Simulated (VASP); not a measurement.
Be:

```
CELL_PARAMETERS angstrom
2.17047 0.00000 0.00000
-0.72349 2.04634 0.00000
-0.72349 -1.02317 1.77218
ATOMIC_POSITIONS crystal
Be 0.00000 0.00000 0.00000
```

* Program: VASP 6.6.1
* Task: relaxation of cell and atoms
* Functional: LDA
* Potentials or basis: VASP PAW LDA potentials, release 64 (Be)
* Cutoff: 600 eV
* k mesh: 15 × 15 × 15
* Occupations: fermi-dirac, width 0.1 eV
* Spin: no spin polarisation

At the start: pressure -6.1 GPa; volume 7.87 Å³/atom.

Q: Where does the relaxation end?

A: Over 3 steps the energy falls by 7.5 meV/atom and the volume is 7.49 Å³/atom (-4.9 %); space group Im-3m (No. 229, to 0.05 Å).

Step by step:
```csv
step,energy change (eV),largest force (eV/Å),pressure (GPa),volume (Å³)
1,0.0000,0.0000,-6.07,7.87
2,-0.0074,0.0000,-0.84,7.54
3,-0.0075,0.0000,-0.02,7.49
```

Final structure:
```
Be
1.0
     2.13475    0.00000    0.00000
    -0.71158    2.01266    0.00000
    -0.71158   -1.00633    1.74302
Be
1
Direct
  0.00000 0.00000 0.00000
```
